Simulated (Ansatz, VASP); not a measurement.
HfB2: VASP beside Ansatz

```xyz
3
Lattice="3.1400 0.0000 0.0000 -1.5700 2.7193 0.0000 0.0000 0.0000 3.4800" Properties=species:S:1:pos:R:3 pbc="T T T"
Hf    0.0000    0.0000    0.0000
B     0.0000    1.8129    1.7400
B     1.5700    0.9064    1.7400
```

Alike in both runs: task relaxation of cell and atoms; functional PBE; k mesh 16 × 16 × 13; occupations fermi-dirac, width 0.15 eV; no spin polarisation.

|  | VASP | Ansatz |
| --- | --- | --- |
| version | VASP 6.6.1 | Ansatz 0.2.0 |
| potentials or method | VASP PAW PBE potentials, release 64 (Hf_pv, B) | plane waves, PAW |
| plane-wave cutoff (eV) | 600 | 420 |
| valence electrons in the cell | 16 | 32 |

|  | VASP | Ansatz | Ansatz less VASP |
| --- | --- | --- | --- |
| relaxed volume (Å³/atom) | 9.94 | 9.96 | +0.015 |
| relaxed cell length with the largest relative difference (Å) | 3.144 | 3.146 | +0.0018 |

VASP's potentials hold 16 valence electrons a cell and Ansatz's 32, so a difference there can come from the potentials and not from the codes.

Neither program's run includes spin-orbit coupling.
